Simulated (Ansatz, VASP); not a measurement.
## Zn4O in VASP and in Ansatz

```
CELL_PARAMETERS angstrom
4.16655 0.00000 0.00000
0.00000 4.16655 0.00000
0.00000 0.00000 4.16655
ATOMIC_POSITIONS crystal
Zn 0.27668 0.27668 0.27668
Zn 0.72332 0.72332 0.27668
Zn 0.27668 0.72332 0.72332
Zn 0.72332 0.27668 0.72332
O 0.00000 0.00000 0.00000
```

Change from the starting cell: species swapped into the SnI4 type (P-43m, No. 215).

Alike in both runs: functional PBE; k mesh 8 × 8 × 8; occupations gaussian, width 0.1 eV; no spin polarisation.

Ansatz relaxed the structure, and its values are those at the end. VASP's run is a single point on that final structure, the one shown.

|  | VASP | Ansatz |
| --- | --- | --- |
| version | VASP 6.6.1 | Ansatz 0.2.0 |
| potentials or method | VASP PAW PBE potentials, release 64 (Zn, O), cutoff 520 eV | scalar-relativistic, plane waves, PAW |
| valence electrons in the cell | 54 | 54 |

|  | VASP | Ansatz | Ansatz less VASP |
| --- | --- | --- | --- |
| gap on the k mesh at the Fermi level (eV) | none | none | - |
| pressure (GPa) | 0.5 | 0.0 | -0.49 |
| rms of the force components (eV/Å) | 0.022 | 0.002 | -0.0202 |

A gap of «none» marks a metal or a gap that the smearing closes. The functional is the same, so the differences come from potentials, cutoffs and numerics.
